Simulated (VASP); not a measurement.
DyC3, 4 atoms in the cell. It takes space group P6/mmm (No. 191, hexagonal). Conventional cell: a = 3.779 Å, b = 3.779 Å, c = 5.364 Å, α = 90.00°, β = 90.00°, γ = 120.00°. Within 2.5 Å of Dy (site symmetry 6/mmm) lie 6 C at 1.89 Å. C (site symmetry mmm) has 4 C at 1.89 Å and 2 Dy at 1.89 Å within 2.5 Å. The cell was built from a structure type or drawn by symmetry, and may not be a known phase.

```yaml
Program: VASP 6.6.1
Task: relaxation of cell and atoms
Functional: PBE
Potentials_or_basis: VASP PAW PBE potentials, release 64 (Dy_3, C), 4f in core
Cutoff: 600 eV
k_mesh: 6 × 6 × 4
Occupations: gaussian, width 0.2 eV
Spin: no spin polarisation
Dipole_correction: no
Mended: yes
Further_INCAR_settings: ALGO = Normal; EDIFF = 1e-07; IBRION = 2; EDIFFG = -0.08; NSW = 36; ISIF = 3
```

Potentials or basis: VASP PAW PBE potentials, release 64 (Dy_3, C), 4f in core.

Run with:

```bash
$ cat potpaw_PBE.64/Dy_3/POTCAR potpaw_PBE.64/C/POTCAR > POTCAR
$ mpirun -np 1 vasp_std > vasp.out
```

Hardware: 1 thread of Intel(R) Xeon(R) 6975P-C (Granite Rapids), on a shared host.

How long does it take, and how much memory?

It took 91 s on 1 thread of Intel(R) Xeon(R) 6975P-C (Granite Rapids) (shared host), peak memory 0.22 GiB. Counts: scf iterations 91, k points 21, ion steps 5.
